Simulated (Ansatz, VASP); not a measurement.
## ZnSe: VASP beside Ansatz

```
CELL_PARAMETERS angstrom
3.82492 0.00000 0.00000
-1.91246 3.31248 0.00000
0.00000 0.00000 10.77911
ATOMIC_POSITIONS crystal
Zn 0.66667 0.33333 0.21888
Zn 0.66667 0.33333 0.78112
Zn 0.33333 0.66667 0.50000
Se 0.00000 0.00000 0.33318
Se 0.00000 0.00000 0.66682
Se 0.66667 0.33333 0.00000
```

Alike in both runs: functional PBE; k mesh 12 × 12 × 4; occupations gaussian, width 0.1 eV; no spin polarisation.

Ansatz relaxed the structure, and its values are those at the end. VASP's run is a single point on that final structure, the one shown.

|  | VASP | Ansatz |
| --- | --- | --- |
| version | VASP 6.6.1 | Ansatz 0.2.0 |
| potentials or method | VASP PAW PBE potentials, release 64 (Zn, Se), cutoff 520 eV | scalar-relativistic, plane waves, PAW |
| valence electrons in the cell | 54 | 84 |

```csv
,VASP,Ansatz,Ansatz less VASP
gap on the k mesh at the Fermi level (eV),none,none,-
pressure (GPa),0.2,0.0,-0.17
rms of the force components (eV/Å),0.005,0.000,-0.0047
```

A gap of «none» marks a metal or a gap that the smearing closes. With one functional, cell and mesh, what is left measures potentials, basis and numerics. VASP's potentials hold 54 valence electrons a cell and Ansatz's 84, so a difference there can come from the potentials and not from the codes.
